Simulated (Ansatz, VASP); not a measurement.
**WC in VASP and in Ansatz**

```
W C
1.0
     2.88460    0.00000    0.00000
    -1.44230    2.49813    0.00000
     0.00000    0.00000    2.81257
W C
1 1
Cartesian
  0.0000 0.0000 0.0000
  1.4423 0.8327 1.4063
```

Alike in both runs: functional LDA; k mesh 12 × 12 × 11; occupations fermi-dirac, width 0.1 eV; no spin polarisation.

Ansatz relaxed the structure, and its values are those at the end. VASP's run is a single point on that final structure, the one shown.

```csv
,VASP,Ansatz
version,VASP 6.6.1,Ansatz 0.2.0
potentials or method,"VASP PAW LDA potentials, release 64 (W_sv, C), cutoff 520 eV",PAW plane waves
valence electrons in the cell,18,18
```

|  | VASP | Ansatz | Ansatz less VASP |
| --- | --- | --- | --- |
| gap on the k mesh at the Fermi level (eV) | none | none | - |
| pressure (GPa) | 2.5 | 0.0 | -2.55 |

Ansatz warns that its potentials were made for another functional, while VASP's fit it. LDA's correlation is that of Perdew and Zunger in VASP and of Perdew and Wang (1992) in Ansatz. A gap of «none» marks a metal or a gap that the smearing closes.

Neither program's run includes spin-orbit coupling.
